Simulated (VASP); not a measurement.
Wanted: the native input for a VASP 6.6.1 run.

```yaml
Task: relaxation of cell and atoms
Functional: PBEsol
Potentials_or_basis: VASP PAW PBE potentials, release 64 (Mo_sv)
Cutoff: 600 eV
k_mesh: 14 × 14 × 13
Occupations: gaussian, width 0.1 eV
Spin: no spin polarisation
Dipole_correction: no
Further_INCAR_settings: ALGO = Normal; EDIFF = 1e-06; IBRION = 2; EDIFFG = -0.03; NSW = 80; ISIF = 3
```

The structure of Mo lies in POSCAR:

```
Mo
1.0
    2.7355100000      0.0000000000      0.0000000000
   -1.3677550000      2.3690210000      0.0000000000
    0.0000000000      0.0000000000      2.5551810000
Mo
1
Direct
    0.0000000000      0.0000000000      0.5000000000
```

These files were run (other wordings do the same):

INCAR

```
PREC = Accurate ; ENCUT = 600
EDIFF = 1E-6 ; ISMEAR = 0
SIGMA = 0.1 ; LREAL = F
LASPH = T ; NELM = 60
ALGO = Normal ; ISIF = 3
LWAVE = F ; LCHARG = F
GGA = PS ; IBRION = 2
NSW = 80 ; EDIFFG = -0.03
```

KPOINTS

```
regular mesh
0
Gamma
  14 14 13
```

Potentials or basis: VASP PAW PBE potentials, release 64 (Mo_sv).

Command:

```console
$ cat potpaw_PBE.64/Mo_sv/POTCAR > POTCAR
$ mpirun -np 1 vasp_std > vasp.out
```

Results of the run:

```json
{
  "Relaxed volume": "16.34 Å³/atom",
  "Relaxed cell": "a = 2.737 Å, b = 2.737 Å, c = 2.517 Å, α = 90.00°, β = 90.00°, γ = 120.00°",
  "Space group after relaxing (to 0.05 Å)": "P6/mmm (No. 191)",
  "Energy gained by relaxing": "4.9 meV/atom",
  "Ionic steps": "5",
  "Pressure after relaxing": "0.0 GPa",
  "Band gap on the k mesh": "zero (band 7 reaches 12.63 eV, above the bottom of band 8 at 10.67 eV)"
}
```

Caveat: the PAW data sets were made with another functional, which shifts forces and pressure a little.

Run time: 46 s on 1 thread of Intel Xeon 6975P-C, on a shared host, peak memory 0.17 GiB.
